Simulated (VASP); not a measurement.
**Re: single point with LDA**

Re:

```
Re
1.0
     0.00000    1.97500    1.97500
     1.97500    0.00000    1.97500
     1.97500    1.97500    0.00000
Re
1
Cartesian
  0.0000 0.0000 0.0000
```

```yaml
Program: VASP 6.6.1
Task: single point
Functional: LDA
Potentials_or_basis: VASP PAW LDA potentials, release 64 (Re)
Cutoff: 520 eV
k_mesh: 22 × 22 × 22
Occupations: gaussian, width 0.15 eV
Spin: no spin polarisation
Dipole_correction: no
Further_INCAR_settings: ALGO = Normal; EDIFF = 1e-06; NBANDS = 10
```

| Item | Value |
| --- | --- |
| Pressure | -23.1 GPa |

Levels at points of the mesh, in eV from the Fermi level:
```
           k point  band 1  band 2  band 3  band 4  band 5  band 6  band 7  band 8  band 9
(0.00, 0.00, 0.00)   -9.74   -1.81   -1.81   -1.81    1.14    1.14   13.93   19.28   19.28
(0.50, 0.00, 0.00)   -6.53   -2.01   -2.01    0.27    3.54    3.54    9.32   13.43   19.59
(0.50, 0.50, 0.00)   -6.43   -5.60    2.73    3.48    4.24    4.24   11.96   11.96   12.21
```

Wall time 29 s on 1 thread of Intel(R) Xeon(R) Platinum 8488C (Sapphire Rapids), on a shared host, peak memory 0.17 GiB.

Caveat: spin-orbit coupling is left out, which moves the levels of the heavy elements.
